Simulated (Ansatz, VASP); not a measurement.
## Two plane-wave programs on Ba

```
Ba
1.0
     3.95017    0.00000    0.00000
     0.00000    3.95017    0.00000
     0.00000    0.00000    3.95017
Ba
1
Direct
  0.00000 0.00000 0.00000
```

Alike in both runs: functional PBE; k mesh 13 × 13 × 13; occupations fermi-dirac, width 0.05 eV; no spin polarisation.

Ansatz relaxed the structure, and its values are those at the end. VASP's run is a single point on that final structure, the one shown.

|  | VASP | Ansatz |
| --- | --- | --- |
| version | VASP 6.6.1 | Ansatz 0.2.0 |
| potentials or method | VASP PAW PBE potentials, release 64 (Ba_sv) | PAW with Ansatz's default frozen-core files, scalar-relativistic |
| plane-wave cutoff (eV) | 520 | 420 |
| valence electrons in the cell | 10 | 10 |

|  | VASP | Ansatz | Ansatz less VASP |
| --- | --- | --- | --- |
| pressure (GPa) | 0.1 | 0.0 | -0.12 |

Spin-orbit coupling is off throughout.
